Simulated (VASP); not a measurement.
Here is a VASP 6.6.1 calculation.

File INCAR:

```
PREC = Accurate
ENCUT = 520
EDIFF = 1E-7
ISMEAR = 0
SIGMA = 0.01
LREAL = F
LASPH = T
NELM = 80
ALGO = Normal
ISIF = 2
LWAVE = F
LCHARG = T
GGA = PE
LELF = T
LVHAR = T
NBANDS = 16
```

The input KPOINTS:

```
Automatic mesh
0
Gamma
  10 10 10
```

Contents of POSCAR:

```
GaN
1.0
    0.0000000000      2.2489526314      2.2489526314
    2.2489526314      0.0000000000      2.2489526314
    2.2489526314      2.2489526314      0.0000000000
Ga N
1 1
Direct
    0.0000000000      0.0000000000      0.0000000000
    0.7500000000      0.7500000000      0.7500000000
```

Potentials or basis: VASP PAW PBE potentials, release 64 (Ga_d, N).

Launch:

```console
$ cat potpaw_PBE.64/Ga_d/POTCAR potpaw_PBE.64/N/POTCAR > POTCAR
$ mpirun -np 1 vasp_std > vasp.out
```

Question: Estimate the pressure.

Answer: 6.2 GPa.

Question: Estimate the band gap on the k mesh.

Answer: 1.76 eV.

Caveat: the cell stands under pressure.
